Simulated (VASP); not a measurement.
The system is Sc.

```
Sc
1.0
     5.47612    0.00000    0.00000
    -2.73806    4.74246    0.00000
     0.00000    0.00000    3.35710
Sc
3
Direct
  0.00000 0.00000 0.00000
  0.33333 0.66667 0.50000
  0.66667 0.33333 0.50000
```

```yaml
Program: VASP 6.6.1
Task: relaxation of cell and atoms
Functional: PBE
Potentials_or_basis: VASP PAW PBE potentials, release 64 (Sc_sv)
Cutoff: 600 eV
k_mesh: 6 × 6 × 6
Occupations: gaussian, width 0.1 eV
Spin: no spin polarisation
```

At the start: pressure -6.7 GPa; volume 29.06 Å³/atom.

**Question.** How do energy, volume and symmetry change on relaxing?

**Answer.** Over 5 steps the energy falls by 110.5 meV/atom and the volume is 24.51 Å³/atom (-15.7 %); space group P6/mmm (No. 191, to 0.05 Å).

The path:
```csv
step,energy change (eV),largest force (eV/Å),pressure (GPa),volume (Å³)
1,0.0000,0.0000,-6.75,87.18
2,-0.3267,0.0000,0.72,72.63
3,-0.3285,0.0000,0.07,73.49
4,-0.3311,0.0000,0.05,73.51
5,-0.3314,0.0000,0.04,73.53
```

Final structure:
```
Sc
1.0
     5.12668    0.00000    0.00000
    -2.56334    4.43983    0.00000
     0.00000    0.00000    3.23029
Sc
3
Cartesian
  0.0000 0.0000 3.2303
  0.0000 2.9599 1.6151
  2.5633 1.4799 1.6151
```

Caveat: the volume moved by over 15 % at a fixed basis, so the end points are rough.
